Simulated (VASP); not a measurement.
# Zn5Se2S3 (P1) in VASP: single point with PBE

Aim: the single point of Zn5Se2S3 with PBE.

Everything below comes from runs of VASP 6.6.1. Logs are shortened: lines on timing, memory, paths and dates and some standing lists are left out, and cuts for length are marked.

### Step 1. The cell of the first run

The typed cell holds 10 atoms: a = 3.946 Å, b = 3.946 Å, c = 14.089 Å, α = 98.04°, β = 98.05°, γ = 90.00°.

### Step 2. Single point, PBE

File INCAR:

```
PREC = Accurate ; ENCUT = 520
EDIFF = 1E-7 ; ISMEAR = 0
SIGMA = 0.1 ; LREAL = F
LASPH = T ; NELM = 80
ALGO = Normal ; ISIF = 2
LWAVE = F ; LCHARG = T
GGA = PE ; LELF = T
LVHAR = T ; NBANDS = 56
```

File KPOINTS:

```
regular mesh
0
Gamma
  4 4 4
```

File POSCAR:

```
Zn5Se2S3
1.0
   -0.0001587571     -3.9460391929     -0.0001437629
    3.9457555007      0.0001563561      0.0003933840
   -1.9711384889      1.9734783840     13.8105560651
Zn Se S
5 2 3
Direct
    0.7023506812      0.7023607651      0.4045261571
    0.2977883662      0.2977581486      0.5954383033
    0.8936469791      0.8937630882      0.7868848615
    0.4996549302      0.4998332127      0.0000254281
    0.1065254264      0.1060677440      0.2131350915
    0.4468688786      0.9468033834      0.8935004503
    0.0530068296      0.5529044379      0.1064848160
    0.2501042713      0.7501225180      0.5000089429
    0.8456747844      0.3459285281      0.6911782670
    0.6543788531      0.1544581740      0.3088176821
```

Potentials or basis: VASP PAW PBE potentials, release 64 (Zn, Se, S).

On the command line:

```bash
cat potpaw_PBE.64/Zn/POTCAR potpaw_PBE.64/Se/POTCAR potpaw_PBE.64/S/POTCAR > POTCAR
mpirun -np 1 vasp_std > vasp.out
```

OUTCAR:

```text
PREC = Accurate
   ENCUT = 520
   EDIFF = 1E-7
   ISMEAR = 0
   LREAL = F
   LASPH = T
   NELM = 80
   ISIF = 2
   GGA = PE

 ion  position               nearest neighbor table
   1  0.702  0.702  0.405-   8 2.37   8 2.37  10 2.37  10 2.38
   2  0.298  0.298  0.595-   8 2.37   8 2.37   9 2.38   9 2.38
   3  0.894  0.894  0.787-   9 2.37   9 2.37   6 2.46   6 2.46
   4  0.500  0.500  0.000-   7 2.46   6 2.46   7 2.46   6 2.46
   5  0.107  0.106  0.213-  10 2.37  10 2.37   7 2.46   7 2.46
   6  0.447  0.947  0.894-   4 2.46   4 2.46   3 2.46   3 2.46
   7  0.053  0.553  0.106-   4 2.46   4 2.46   5 2.46   5 2.46
   8  0.250  0.750  0.500-   2 2.37   2 2.37   1 2.37   1 2.37
   9  0.846  0.346  0.691-   3 2.37   3 2.37   2 2.38   2 2.38
  10  0.654  0.154  0.309-   1 2.37   5 2.37   5 2.37   1 2.38

  LATTYP: Found a triclinic cell.
 ALAT       =     3.9457555234
 B/A-ratio  =     1.4142079257
 C/A-ratio  =     4.0932547986
 COS(alpha) =     0.0000501507
 COS(beta)  =     0.3666738361
 COS(gamma) =     0.7070531242

  Lattice vectors:

 A1 = (  -3.9457555007,  -0.0001563561,  -0.0003933840)
 A2 = (  -3.9455967436,   3.9458828368,  -0.0002496211)
 A3 = (  -5.9205312696,  -5.9198302891, -13.8114865960)

Analysis of symmetry for initial positions (statically):
=====================================================================
 Subroutine PRICEL returns:
 Original cell was already a primitive cell.

 Routine SETGRP: Setting up the symmetry group for a
 triclinic supercell.

 Subroutine GETGRP returns: Found  1 space group operations
 (whereof  1 operations were pure point group operations)
 out of a pool of  2 trial point group operations.

The static configuration has the point symmetry C_1 .

Analysis of symmetry for dynamics (positions and initial velocities):
=====================================================================
 Subroutine PRICEL returns:
 Original cell was already a primitive cell.

 Routine SETGRP: Setting up the symmetry group for a
 triclinic supercell.

 Subroutine GETGRP returns: Found  1 space group operations
 (whereof  1 operations were pure point group operations)
 out of a pool of  2 trial point group operations.

The dynamic configuration has the point symmetry C_1 .

 Subroutine INISYM returns: Found  1 space group operations
 (whereof  1 operations are pure point group operations),
 and found     1 'primitive' translations

----------------------------------------------------------------------------------------

                                     Primitive cell

  volume of cell :     215.0338

  direct lattice vectors                    reciprocal lattice vectors
    -0.000158757 -3.946039193 -0.000143763     0.000006432 -0.253419989  0.036213715
     3.945755501  0.000156356  0.000393384     0.253433283 -0.000011514  0.036173404
    -1.971138489  1.973478384 13.810556065    -0.000007219 -0.000002638  0.072407727

  length of vectors
     3.946039199  3.945755523 14.089409594     0.255994382  0.256001844  0.072407728

  position of ions in fractional coordinates (direct lattice)
     0.702350681  0.702360765  0.404526157
     0.297788366  0.297758149  0.595438303
     0.893646979  0.893763088  0.786884861
     0.499654930  0.499833213  0.000025428
     0.106525426  0.106067744  0.213135091
     0.446868879  0.946803383  0.893500450
     0.053006830  0.552904438  0.106484816
     0.250104271  0.750122518  0.500008943
     0.845674784  0.345928528  0.691178267
     0.654378853  0.154458174  0.308817682

  ion indices of the primitive-cell ions
   primitive index   ion index
                 1           1
                 2           2
                 3           3
                 4           4
                 5           5
                 6           6
                 7           7
                 8           8
                 9           9
                10          10

----------------------------------------------------------------------------------------

 KPOINTS: regular mesh

Automatic generation of k-mesh.
 Grid dimensions read from file:
 generate k-points for:    4    4    4

 Generating k-lattice:

  Cartesian coordinates                     Fractional coordinates (reciprocal lattice)
     0.000001608 -0.063354997  0.009053429     0.250000000  0.000000000  0.000000000
     0.063358321 -0.000002879  0.009043351     0.000000000  0.250000000 -0.000000000
    -0.000001805 -0.000000659  0.018101932     0.000000000 -0.000000000  0.250000000

  Length of vectors
     0.063998596  0.064000461  0.018101932

  Shift w.r.t. Gamma in fractional coordinates (k-lattice)
     0.000000000  0.000000000  0.000000000

 Subroutine IBZKPT returns following result:
 ===========================================

 Found     36 irreducible k-points:

 Following reciprocal coordinates:
            Coordinates               Weight
  0.000000  0.000000  0.000000      1.000000
  0.250000 -0.000000  0.000000      2.000000
  0.500000 -0.000000  0.000000      1.000000
  0.000000  0.250000  0.000000      2.000000
  0.250000  0.250000  0.000000      2.000000
  0.500000  0.250000  0.000000      2.000000
[... 16 lines left out ...]
  0.000000 -0.250000  0.250000      2.000000
  0.250000 -0.250000  0.250000      2.000000
 [... further k-points ...]
   k-points           NKPTS =     36   k-points in BZ     NKDIM =     36   number of bands    NBANDS=     56
   number of dos      NEDOS =    301   number of ions     NIONS =     10
   total plane-waves  NPLWV =  97200
   dimension x,y,z NGX =    30 NGY =   30 NGZ =  108
   dimension x,y,z NGXF=    60 NGYF=   60 NGZF=  216
   ions per type =               5   2   3
   NGX,Y,Z   is equivalent  to a cutoff of  12.64, 12.64, 12.74 a.u.
   NGXF,Y,Z  is equivalent  to a cutoff of  25.28, 25.28, 25.49 a.u.
 SYSTEM =  unknown system
   PREC   = accura    normal or accurate (medium, high low for compatibility)
   ISTART =      0    job   : 0-new  1-cont  2-samecut
   ICHARG =      2    charge: 1-file 2-atom 10-const
   ISPIN  =      1    spin polarized calculation?
   LNONCOLLINEAR =      F non collinear calculations
   LSORBIT =      F    spin-orbit coupling
   LASPH  =      T    aspherical Exc in radial PAW
   ENCUT  =  520.0 eV  38.22 Ry    6.18 a.u.   7.34  7.34 26.20*2*pi/ulx,y,z
   NELM   =     80;   NELMIN=  2; NELMDL= -5     # of ELM steps
   EDIFF  = 0.1E-06   stopping-criterion for ELM
   LREAL  =      F    real-space projection
   EDIFFG = 0.1E-05   stopping-criterion for IOM
   NSW    =      0    number of steps for IOM
   IBRION =     -1    ionic relax: 0-MD 1-quasi-New 2-CG
   NFREE  =      0    steps in history (QN), initial steepest desc. (CG)
   ISIF   =      2    stress and relaxation
   ISYM   =      2    0-nonsym 1-usesym 2-fastsym
   POTIM  = 0.5000    time-step for ionic-motion
   TEBEG  =    0.0;   TEEND  =   0.0 temperature during run
   PSTRESS=    0.0 pullay stress
   NELECT =      90.0000    total number of electrons
   NUPDOWN=      -1.0000    fix difference up-down
   EMIN   =  10.00;   EMAX   =-10.00  energy-range for DOS
   EFERMI =   0.00;   METHOD = LEGACY
   ISMEAR =     0;   SIGMA  =   0.10  broadening in eV -4-tet -1-fermi 0-gaus
   EFERMI_NEDOS =   21; number of points for ismear=-14 and -15
   IALGO  =     38    algorithm
   IMIX   =      4    mixing-type and parameters
     AMIX     =   0.40;   BMIX     =  1.00
     AMIX_MAG =   1.60;   BMIX_MAG =  1.00
  volume/ion in A,a.u.               =      21.50       145.11
  Fermi-wavevector in a.u.,A,eV,Ry     =   1.224579  2.314119 20.403209  1.499594
  Thomas-Fermi vector in A             =   2.359648
   LORBIT       =      0    0 simple, 1 ext, 2 COOP (PROOUT), +10 PAW based schemes
   GGA     = PE    functional components
   LHFCALC =     F    Hartree Fock is set to
   AEXX    =    0.0000 exact exchange contribution
   IVDW    =     0    specifies the selected vdW correction
   LEPSILON=     F    determine dielectric tensor
   LRPA    =     F    only Hartree local field effects (RPA)
 non-spin polarized calculation
 Gauss-broadening in eV      SIGMA  =   0.10
  energy-cutoff  :      520.00
  volume of cell :      215.03
 maximum number of plane-waves:      5852
 NGX is ok and might be reduce to    30
   NGX = 15   NGY = 15   NGZ = 53

 number of electron      89.9999982 magnetization

 Free energy of the ion-electron system (eV)
  ---------------------------------------------------
  ext. energy  EPLUGINS =         0.00000000
  ---------------------------------------------------
  free energy    TOTEN  =       -32.45250234 eV

  energy without entropy =      -32.45250234  energy(sigma->0) =      -32.45250234

 E-fermi :   2.1747     XC(G=0):  -9.3730

 val. band max:        1.7518704042   @ k =   0.0000   0.0000   0.0000
 cond. band min:       3.2889424048   @ k =   0.0000   0.0000   0.0000
 fundamental gap:      1.5370720006
 Fermi energy:         2.1746544372

 k-point     1 :       0.0000    0.0000    0.0000
  band No.  band energies     occupation
      1     -11.3511      2.00000
      2     -11.0052      2.00000
      3     -10.9870      2.00000
      4     -10.3711      2.00000
      5     -10.3420      2.00000
      6      -4.7376      2.00000
[... 48 lines left out ...]
     55       7.8309      0.00000
     56       7.8339      0.00000

 k-point     2 :       0.2500   -0.0000    0.0000
  band No.  band energies     occupation
      1     -11.0834      2.00000
      2     -10.8620      2.00000
      3     -10.7433      2.00000
      4     -10.3854      2.00000
      5     -10.3058      2.00000
      6      -4.6875      2.00000
[... 48 lines left out ...]
     55       8.2204      0.00000
     56       8.2422      0.00000
[... 1237 lines left out ...]
     55       8.2217      0.00000
     56       8.2417      0.00000

 k-point    24 :       0.2500   -0.2500    0.2500
  band No.  band energies     occupation
      1     -10.8419      2.00000
      2     -10.7102      2.00000
      3     -10.5368      2.00000
      4     -10.3603      2.00000
      5     -10.2486      2.00000
      6      -4.7195      2.00000
[... 48 lines left out ...]
     55       8.1940      0.00000
     56       8.4118      0.00000

 [... further k-points ...]
[... 5 lines left out ...]
  --------------------------------------------------------------------------------------
  -------------------------------------------------------------------------------------
  Total        0.2308926      0.2235497      0.2356282     -0.0011377     -0.0038460     -0.0096727
  in kB        1.7203388      1.6656283      1.7556231     -0.0084767     -0.0286559     -0.0720693
  external PRESSURE =       1.7138634 kB  Pullay stress =       0.0000000 kB

 VOLUME and BASIS-vectors are now :
 -----------------------------------------------------------------------------
  energy-cutoff  :      520.00
  volume of cell :      215.03
      direct lattice vectors                 reciprocal lattice vectors
    -0.000158757 -3.946039193 -0.000143763     0.000006432 -0.253419989  0.036213715
     3.945755501  0.000156356  0.000393384     0.253433283 -0.000011514  0.036173404
    -1.971138489  1.973478384 13.810556065    -0.000007219 -0.000002638  0.072407727

 POSITION                                       TOTAL-FORCE (eV/Angst)
 -----------------------------------------------------------------------------------
      1.97386     -1.97307      5.58691        -0.000211     -0.000646     -0.002308
      0.00114      0.00005      8.22341        -0.000055      0.000971      0.008030
      1.97537     -1.97333     10.86754        -0.000556      0.001572     -0.003594
      1.97209     -1.97153      0.00048         0.002725     -0.001976     -0.003483
     -0.00162      0.00028      2.94354         0.002617      0.000282      0.001216
      1.97457      0.00009     12.34005        -0.002831     -0.000392     -0.000660
      1.97172      0.00106      1.47082         0.000582      0.000302      0.005466
      1.97417     -0.00005      6.90566        -0.000521      0.000398     -0.003497
      0.00241     -1.97299      9.54557        -0.001618     -0.000121     -0.006105
      0.00063     -1.97274      4.26491        -0.000131     -0.000389      0.004935
 -----------------------------------------------------------------------------------
    total drift:                               -0.000047      0.000047     -0.000009

  FREE ENERGIE OF THE ION-ELECTRON SYSTEM (eV)
  ---------------------------------------------------
  free  energy   TOTEN  =       -32.4525023362 eV

  energy  without entropy=      -32.4525023361  energy(sigma->0) =      -32.45250234
```

Run time: 5 min. Hardware: 1 thread of Intel Xeon 6975P-C (Granite Rapids), shared host; peak memory 0.51 GiB.

Results:

```
Free energy            : -32.4525 eV
Pressure               : 0.2 GPa
Largest force          : 0.008 eV/Å
Band gap on the k mesh : 1.54 eV, direct
```

Forces in eV/Å, atoms in the order of the input:
```
Zn   0.000 -0.001 -0.002
Zn   0.000  0.001  0.008
Zn  -0.001  0.002 -0.004
Zn   0.003 -0.002 -0.003
Zn   0.003  0.000  0.001
Se  -0.003  0.000 -0.001
Se   0.001  0.000  0.005
S   -0.001  0.000 -0.003
S   -0.002  0.000 -0.006
S    0.000  0.000  0.005
```
